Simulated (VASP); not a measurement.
The system is Ta.

```
Ta
1.0
    -1.60174    1.60174    1.65128
     1.60174   -1.60174    1.65128
     1.60174    1.60174   -1.65128
Ta
1
Direct
  0.00000 0.00000 0.00000
```

This cell differs from its parent crystal: strain -0.0300 x Voigt [1, 1, 0, 0, 0, 0].

Base run:

* Program: VASP 6.6.1
* Functional: LDA
* Potentials or basis: VASP PAW LDA potentials, release 64 (Ta_sv_GW)
* Cutoff: 500 eV
* k mesh: 20 × 20 × 20
* Occupations: methfessel-paxton, width 0.02 eV
* Spin: no spin polarisation

Its results: pressure 3.0 GPa.

Problem. The run is repeated on the same cell with these changes: potentials or basis from VASP PAW LDA potentials, release 64 (Ta_sv_GW) to VASP PAW LDA potentials, release 64 (Ta_pv); cutoff from 500 eV to 520 eV; further incar settings from ALGO = Normal; EDIFF = 1e-06; NBANDS = 12 to ALGO = Normal; EDIFF = 1e-07; NBANDS = 12; valence electrons from 13 to 11. What comes out?

Solution. Pressure 4.7 GPa.
